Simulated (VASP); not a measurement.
# HfB12: single point with PBEsol

The system is HfB12.

```
Hf B
1.0
     0.00000    3.68508    3.68508
     3.68508    0.00000    3.68508
     3.68508    3.68508    0.00000
Hf B
1 12
Direct
  0.00000 0.00000 0.00000
  0.50000 0.83957 0.50000
  0.83957 0.50000 0.50000
  0.50000 0.83957 0.16043
  0.16043 0.50000 0.83957
  0.83957 0.50000 0.16043
  0.50000 0.50000 0.83957
  0.16043 0.83957 0.50000
  0.50000 0.16043 0.83957
  0.50000 0.50000 0.16043
  0.83957 0.16043 0.50000
  0.16043 0.50000 0.50000
  0.50000 0.16043 0.50000
```

| Property | Result |
| --- | --- |
| Program | VASP 6.6.1 |
| Task | single point |
| Functional | PBEsol |
| Potentials or basis | VASP PAW PBE potentials, release 64 (Hf_pv, B) |
| Cutoff | 520 eV |
| k mesh | 6 × 6 × 6 |
| Occupations | fermi-dirac, width 0.1 eV |
| Spin | no spin polarisation |

```
Pressure               : -2.0 GPa
Largest force          : 0.086 eV/Å
Band gap on the k mesh : zero (band 23 reaches 9.50 eV, above the bottom of band 24 at 4.99 eV)
```

Forces in eV/Å, atoms in the order of the input:
```
Hf   0.000  0.000  0.000
B   -0.061  0.000 -0.061
B    0.000 -0.061 -0.061
B    0.000  0.061 -0.061
B   -0.061  0.000  0.061
B    0.061  0.000 -0.061
B   -0.061 -0.061  0.000
B   -0.061  0.061  0.000
B    0.000 -0.061  0.061
B    0.061  0.061  0.000
B    0.061 -0.061  0.000
B    0.000  0.061  0.061
B    0.061  0.000  0.061
```

Levels at points of the mesh, in eV from the Fermi level:
```
           k point  band 18  band 19  band 20  band 21  band 22  band 23  band 24  band 25  band 26  band 27
(0.00, 0.00, 0.00)    -1.93    -1.93    -1.93    -1.28    -1.28     2.54     2.54     2.54     2.83     3.24
(0.50, 0.00, 0.00)    -4.26    -3.09    -3.09    -1.64    -1.64     1.18     1.18     1.80     1.80     2.33
(0.50, 0.50, 0.00)    -4.46    -2.73    -2.73    -2.58    -2.58    -2.43    -1.97     2.16     3.20     3.81
```

It took 52 s on 1 thread of Intel(R) Xeon(R) Platinum 8488C (Sapphire Rapids), on a shared host, peak memory 0.25 GiB.

Caveat: the PAW data sets were made with another functional, which shifts forces and pressure a little; spin-orbit coupling is left out, which moves the levels of the heavy elements.
